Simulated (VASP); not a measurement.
EuS (rocksalt type), 2 atoms in the cell. The structure is cubic, space group Fm-3m (No. 225). The conventional cell has a = 5.809 Å, b = 5.809 Å, c = 5.809 Å, α = 90.00°, β = 90.00°, γ = 90.00°. Within 3.8 Å of Eu (site symmetry m-3m) lie 6 S at 2.90 Å. S (site symmetry m-3m) has 6 Eu at 2.90 Å within 3.8 Å. 

```yaml
Program: VASP 6.6.1
Task: electric field gradients
Functional: PBE
Potentials_or_basis: VASP PAW PBE potentials, release 64 (Eu, S)
Cutoff: 520 eV
k_mesh: 10 × 10 × 10
Occupations: fermi-dirac, width 0.08 eV
Spin: collinear spin, ferromagnetic start
Starting_moments: "[7.0, 0.0] μB"
Dipole_correction: no
Further_INCAR_settings: ALGO = Normal; EDIFF = 1e-08; NBANDS = 22
```

Potentials or basis: VASP PAW PBE potentials, release 64 (Eu, S).

Run with:

```bash
$ cat potpaw_PBE.64/Eu/POTCAR potpaw_PBE.64/S/POTCAR > POTCAR
$ mpirun -np 1 vasp_std > vasp.out
```

Hardware: 1 thread of Intel Xeon 8259CL, on a shared host.

Task: How long does it take, and how much memory?

Result: Wall time 5.1 min on 1 thread of Intel Xeon 8259CL, with other jobs on the host, peak memory 0.27 GiB. Counts: scf iterations 20, k points 47.
